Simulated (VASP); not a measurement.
# WC (Pm) in VASP: further runs, part 3 of 3

VASP 6.6.1. Earlier steps stand in the parts before.

## (4) Single point, PBE (atom 1 (W) moved by (-0.150, +0.000) A along [1 1 0] and z)

INCAR reads:

```
SYSTEM = WC
PREC = Accurate
ENCUT = 520
EDIFF = 1E-6
ISMEAR = 0
SIGMA = 0.15
LREAL = .False.
LASPH = .True.
NELM = 80
ALGO = Normal
ISIF = 2
LWAVE = .False.
LCHARG = .True.
GGA = PE
LELF = .True.
LVHAR = .True.
NBANDS = 16
```

KPOINTS reads:

```
Automatic mesh
0
Gamma
  18 18 16
  0 0 0
```

POSCAR reads:

```
WC
1.0
    2.9005014360      0.0000000000      0.0000000000
   -1.4502507180      2.5119079273      0.0000000000
    0.0000000000      0.0000000000      2.8290000000
W C
1 1
Direct
   -0.0576808060     -0.0422252806      0.0000000000
    0.6666666667      0.3333333333      0.5000000000
```

Potentials or basis: VASP PAW PBE potentials, release 64 (W_sv, C).

Started as:

```bash
cat potpaw_PBE.64/W_sv/POTCAR potpaw_PBE.64/C/POTCAR > POTCAR
mpirun -np 1 vasp_std > vasp.out
```

OUTCAR:

```text
SYSTEM = WC
   PREC = Accurate
   ENCUT = 520
   EDIFF = 1E-6
   ISMEAR = 0
   LREAL = .False.
   LASPH = .True.
   NELM = 80
   ISIF = 2
   GGA = PE

 ion  position               nearest neighbor table
   1  0.942  0.958  0.000-   2 2.11   2 2.11   2 2.17   2 2.17   2 2.30   2 2.30
   2  0.667  0.333  0.500-   1 2.11   1 2.11   1 2.17   1 2.17   1 2.30   1 2.30

  LATTYP: Found a hexagonal cell.
 ALAT       =     2.9005014360
 C/A-ratio  =     0.9753485949

  Lattice vectors:

 A1 = (   2.9005014360,   0.0000000000,   0.0000000000)
 A2 = (  -1.4502507180,   2.5119079273,   0.0000000000)
 A3 = (   0.0000000000,   0.0000000000,   2.8290000000)

Analysis of symmetry for initial positions (statically):
=====================================================================
 Subroutine PRICEL returns:
 Original cell was already a primitive cell.

 Routine SETGRP: Setting up the symmetry group for a
 hexagonal supercell.

 Subroutine GETGRP returns: Found  2 space group operations
 (whereof  2 operations were pure point group operations)
 out of a pool of 24 trial point group operations.

The static configuration has the point symmetry C_1h.

Analysis of symmetry for dynamics (positions and initial velocities):
=====================================================================
 Subroutine PRICEL returns:
 Original cell was already a primitive cell.

 Routine SETGRP: Setting up the symmetry group for a
 hexagonal supercell.

 Subroutine GETGRP returns: Found  2 space group operations
 (whereof  2 operations were pure point group operations)
 out of a pool of 24 trial point group operations.

The dynamic configuration has the point symmetry C_1h.

 Subroutine INISYM returns: Found  2 space group operations
 (whereof  2 operations are pure point group operations),
 and found     1 'primitive' translations

----------------------------------------------------------------------------------------

                                     Primitive cell

  volume of cell :      20.6115

  direct lattice vectors                    reciprocal lattice vectors
     2.900501436  0.000000000  0.000000000     0.344767973  0.199051882  0.000000000
    -1.450250718  2.511907927  0.000000000     0.000000000  0.398103764  0.000000000
     0.000000000  0.000000000  2.829000000     0.000000000  0.000000000  0.353481796

  length of vectors
     2.900501436  2.900501436  2.829000000     0.398103764  0.398103764  0.353481796

  position of ions in fractional coordinates (direct lattice)
     0.942319194  0.957774719  0.000000000
     0.666666667  0.333333333  0.500000000

  ion indices of the primitive-cell ions
   primitive index   ion index
                 1           1
                 2           2

----------------------------------------------------------------------------------------

 KPOINTS: Automatic mesh

Automatic generation of k-mesh.
 Grid dimensions read from file:
 generate k-points for:   18   18   16

 Generating k-lattice:

  Cartesian coordinates                     Fractional coordinates (reciprocal lattice)
     0.019153776  0.011058438  0.000000000     0.055555556  0.000000000  0.000000000
     0.000000000  0.022116876  0.000000000     0.000000000  0.055555556  0.000000000
     0.000000000  0.000000000  0.022092612     0.000000000  0.000000000  0.062500000

  Length of vectors
     0.022116876  0.022116876  0.022092612

  Shift w.r.t. Gamma in fractional coordinates (k-lattice)
     0.000000000  0.000000000  0.000000000

 Subroutine IBZKPT returns following result:
 ===========================================

 Found   1476 irreducible k-points:

 Following reciprocal coordinates:
            Coordinates               Weight
  0.000000  0.000000  0.000000      1.000000
  0.055556  0.000000  0.000000      2.000000
  0.000000  0.055556  0.000000      2.000000
 -0.055556  0.055556  0.000000      2.000000
  0.111111  0.000000  0.000000      2.000000
  0.000000  0.111111  0.000000      2.000000
[... 16 lines left out ...]
  0.444444 -0.000000  0.000000      2.000000
  0.000000  0.444444  0.000000      2.000000
 [... further k-points ...]
   k-points           NKPTS =   1476   k-points in BZ     NKDIM =   1476   number of bands    NBANDS=     16
   number of dos      NEDOS =    301   number of ions     NIONS =      2
   total plane-waves  NPLWV =  13824
   dimension x,y,z NGX =    24 NGY =   24 NGZ =   24
   dimension x,y,z NGXF=    48 NGYF=   48 NGZF=   48
   ions per type =               1   1
   NGX,Y,Z   is equivalent  to a cutoff of  13.76, 13.76, 14.10 a.u.
   NGXF,Y,Z  is equivalent  to a cutoff of  27.51, 27.51, 28.21 a.u.
 SYSTEM =  WC
   PREC   = accura    normal or accurate (medium, high low for compatibility)
   ISTART =      0    job   : 0-new  1-cont  2-samecut
   ICHARG =      2    charge: 1-file 2-atom 10-const
   ISPIN  =      1    spin polarized calculation?
   LNONCOLLINEAR =      F non collinear calculations
   LSORBIT =      F    spin-orbit coupling
   LASPH  =      T    aspherical Exc in radial PAW
   ENCUT  =  520.0 eV  38.22 Ry    6.18 a.u.   5.39  5.39  5.26*2*pi/ulx,y,z
   NELM   =     80;   NELMIN=  2; NELMDL= -5     # of ELM steps
   EDIFF  = 0.1E-05   stopping-criterion for ELM
   LREAL  =      F    real-space projection
[... 7 lines left out ...]
   TEBEG  =    0.0;   TEEND  =   0.0 temperature during run
   PSTRESS=    0.0 pullay stress
   NELECT =      18.0000    total number of electrons
   NUPDOWN=      -1.0000    fix difference up-down
   EMIN   =  10.00;   EMAX   =-10.00  energy-range for DOS
   EFERMI =   0.00;   METHOD = LEGACY
   ISMEAR =     0;   SIGMA  =   0.15  broadening in eV -4-tet -1-fermi 0-gaus
   EFERMI_NEDOS =   21; number of points for ismear=-14 and -15
   IALGO  =     38    algorithm
   IMIX   =      4    mixing-type and parameters
     AMIX     =   0.40;   BMIX     =  1.00
     AMIX_MAG =   1.60;   BMIX_MAG =  1.00
  volume/ion in A,a.u.               =      10.31        69.55
  Fermi-wavevector in a.u.,A,eV,Ry     =   1.564813  2.957068 33.315762  2.448639
  Thomas-Fermi vector in A             =   2.667381
   LORBIT       =      0    0 simple, 1 ext, 2 COOP (PROOUT), +10 PAW based schemes
   GGA     = PE    functional components
   LHFCALC =     F    Hartree Fock is set to
   AEXX    =    0.0000 exact exchange contribution
   IVDW    =     0    specifies the selected vdW correction
   LEPSILON=     F    determine dielectric tensor
   LRPA    =     F    only Hartree local field effects (RPA)
 non-spin polarized calculation
 Gauss-broadening in eV      SIGMA  =   0.15
  energy-cutoff  :      520.00
  volume of cell :       20.61
 maximum number of plane-waves:       580
 NGX is ok and might be reduce to    24
   NGX = 11   NGY = 11   NGZ = 11

 number of electron      18.0000001 magnetization

 Free energy of the ion-electron system (eV)
  ---------------------------------------------------
  ext. energy  EPLUGINS =         0.00000000
  ---------------------------------------------------
  free energy    TOTEN  =       -22.26424911 eV

  energy without entropy =      -22.26126874  energy(sigma->0) =      -22.26275893

 E-fermi :  11.2473     XC(G=0): -13.8323

 val. band max:       11.2469337631   @ k =  -0.3889  -0.4444   0.0000
 cond. band min:      11.2508892032   @ k =   0.5000   0.5000   0.5000
 fundamental gap:      0.0039554401
 Fermi energy:        11.2472577882

 k-point     1 :       0.0000    0.0000    0.0000
  band No.  band energies     occupation
      1     -62.7920      2.00000
      2     -26.7873      2.00000
      3     -26.6775      2.00000
      4     -26.6710      2.00000
      5      -3.3353      2.00000
      6       6.7140      2.00000
[... 8 lines left out ...]
     15      25.5389      0.00000
     16      27.1787      0.00000

 k-point     2 :       0.0556    0.0000    0.0000
  band No.  band energies     occupation
      1     -62.7902      2.00000
      2     -26.7840      2.00000
      3     -26.7018      2.00000
      4     -26.6788      2.00000
      5      -3.2579      2.00000
      6       6.7556      2.00000
[... 8 lines left out ...]
     15      25.1191      0.00000
     16      27.7676      0.00000
[... 387 lines left out ...]
      5      -0.4762      2.00000
      6       4.6033      2.00000
[... 8 lines left out ...]
     15      24.3765      0.00000
     16      28.5951      0.00000

 k-point    24 :       0.0000    0.4444    0.0000
  band No.  band energies     occupation
      1     -62.7334      2.00000
      2     -27.4881      2.00000
      3     -26.8680      2.00000
      4     -26.6727      2.00000
      5       0.1861      2.00000
      6       3.8775      2.00000
[... 8 lines left out ...]
     15      24.2874      0.00000
     16      29.1000      0.00000

 [... further k-points ...]
[... 5 lines left out ...]
  --------------------------------------------------------------------------------------
  -------------------------------------------------------------------------------------
  Total        0.9130518      2.0887352      1.9927158     -0.5785017      0.0000000      0.0000000
  in kB       70.9735068    162.3619336    154.8981404    -44.9682006      0.0000000      0.0000000
  external PRESSURE =     129.4111936 kB  Pullay stress =       0.0000000 kB

 VOLUME and BASIS-vectors are now :
 -----------------------------------------------------------------------------
  energy-cutoff  :      520.00
  volume of cell :       20.61
      direct lattice vectors                 reciprocal lattice vectors
     2.900501436  0.000000000  0.000000000     0.344767973  0.199051882  0.000000000
    -1.450250718  2.511907927  0.000000000     0.000000000  0.398103764  0.000000000
     0.000000000  0.000000000  2.829000000     0.000000000  0.000000000  0.353481796

 POSITION                                       TOTAL-FORCE (eV/Angst)
 -----------------------------------------------------------------------------------
      1.34418      2.40584      0.00000         1.447376      1.694148      0.000000
      1.45025      0.83730      1.41450        -1.447376     -1.694148      0.000000
 -----------------------------------------------------------------------------------
    total drift:                               -0.000011     -0.000054     -0.000000

  FREE ENERGIE OF THE ION-ELECTRON SYSTEM (eV)
  ---------------------------------------------------
  free  energy   TOTEN  =       -22.2642491146 eV

  energy  without entropy=      -22.2612687423  energy(sigma->0) =      -22.26275893
```

Wall time 3.7 min (1 thread of Intel Xeon 6975P-C, shared host); peak memory 0.56 GiB.

Results:

| Property | Result |
| --- | --- |
| Free energy | -22.2642 eV |
| Pressure | 12.9 GPa |
| Largest force | 2.228 eV/Å |
| Band gap on the k mesh | zero (band 9 reaches 12.05 eV, above the bottom of band 10 at 10.65 eV) |

Forces in eV/Å, atoms in the order of the input:
```
W    1.447  1.694  0.000
C   -1.447 -1.694  0.000
```

Caveat: the cell differs from its parent crystal (atom 1 (W) moved by (-0.150, +0.000) A along [1 1 0] and z); spin-orbit coupling is left out, which moves the levels of the heavy elements; forces of over 1 eV/Å act on the atoms, so gaps and moduli don't describe the material at rest.
